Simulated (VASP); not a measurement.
In3TeW: relaxation of cell and atoms with PBE

In3TeW:

```
CELL_PARAMETERS angstrom
5.02239 0.00000 0.00000
0.00000 5.02239 0.00000
0.00000 0.00000 5.02239
ATOMIC_POSITIONS crystal
In 0.50000 0.50000 0.00000
In 0.00000 0.50000 0.50000
In 0.50000 0.00000 0.50000
Te 0.00000 0.00000 0.00000
W 0.50000 0.50000 0.50000
```

* Program: VASP 6.6.1
* Task: relaxation of cell and atoms
* Functional: PBE
* Potentials or basis: VASP PAW PBE potentials, release 64 (In_d, Te, W_sv)
* Cutoff: 600 eV
* k mesh: 4 × 4 × 4
* Occupations: gaussian, width 0.1 eV
* Spin: no spin polarisation
* Dipole correction: no
* Further INCAR settings: ALGO = Normal; EDIFF = 1e-07; IBRION = 2; EDIFFG = -0.04; NSW = 90; ISIF = 3

```
Relaxed volume                         : 31.43 Å³/atom
Relaxed cell                           : a = 5.396 Å, b = 5.396 Å, c = 5.396 Å, α = 90.00°, β = 90.00°, γ = 90.00°
Space group after relaxing (to 0.05 Å) : Pm-3m (No. 221)
Energy gained by relaxing              : 253.0 meV/atom
Ionic steps                            : 3
Pressure after relaxing                : 0.1 GPa
```

The path:
```
step  energy change (eV)  largest force (eV/Å)  pressure (GPa)  volume (Å³)
   1              0.0000                0.0000           16.32       126.69
   2             -0.9061                0.0000           -4.44       180.13
   3             -1.2648                0.0000            0.05       157.13
```

Final structure:
```
CELL_PARAMETERS angstrom
5.39613 0.00000 0.00000
0.00000 5.39613 0.00000
0.00000 0.00000 5.39613
ATOMIC_POSITIONS crystal
In 0.50000 0.50000 0.00000
In 0.00000 0.50000 0.50000
In 0.50000 0.00000 0.50000
Te 0.00000 0.00000 0.00000
W 0.50000 0.50000 0.50000
```

Levels at points of the mesh, in eV from the Fermi level:
```
           k point  band 25  band 26  band 27  band 28  band 29  band 30  band 31  band 32  band 33  band 34
(0.00, 0.00, 0.00)    -2.18    -2.18     0.23     0.23     0.23     0.94     0.94     0.94     3.00     3.00
(0.50, 0.00, 0.00)    -1.81    -1.72    -0.75     0.00     0.00     0.10     0.10     0.25     1.76     3.02
(0.50, 0.50, 0.00)    -1.57    -1.25    -1.17    -0.74    -0.74    -0.67    -0.67     1.12     2.65     3.84
(0.50, 0.50, 0.50)    -3.09    -3.09    -3.09    -1.25    -1.25     0.10     0.10     0.10     4.50     4.50
```

Run time: 2.6 min on 1 thread of AMD EPYC 7R13 Processor (Zen 3), with other jobs on the host, peak memory 0.24 GiB.

Caveat: the volume moved by over 15 % at a fixed basis, so the end points are rough; spin-orbit coupling is left out, which moves the levels of the heavy elements.
